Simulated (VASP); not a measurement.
A run of VASP 6.6.1:

INCAR

```
PREC = Accurate ; ENCUT = 520
EDIFF = 1E-6 ; ISMEAR = -1
SIGMA = 0.1 ; LREAL = False
LASPH = True ; NELM = 100
ALGO = Normal ; ISIF = 2
LWAVE = False ; LCHARG = False
GGA = PS ; NBANDS = 18
```

Contents of KPOINTS:

```
regular mesh
0
Gamma
  13 13 13
```

Contents of POSCAR:

```
Lu
1.0
    0.0000000000      2.4508200071      2.4508200071
    2.4508200071      0.0000000000      2.4508200071
    2.4508200071      2.4508200071      0.0000000000
Lu
1
Direct
    0.0000000000      0.0000000000      0.0000000000
```

Potentials or basis: VASP PAW PBE potentials, release 64 (Lu).

Command:

```sh
$ cat potpaw_PBE.64/Lu/POTCAR > POTCAR
$ mpirun -np 1 vasp_std > vasp.out
```

Hardware: 1 thread of Intel(R) Xeon(R) Platinum 8375C CPU @ 2.90GHz (Ice Lake) (shared host).

Question: How long does it take, and how much memory?

Answer: Run time: 39 s on 1 thread of Intel(R) Xeon(R) Platinum 8375C CPU @ 2.90GHz (Ice Lake), on a shared host, peak memory 0.2 GiB. Counts: scf iterations 11, k points 84.
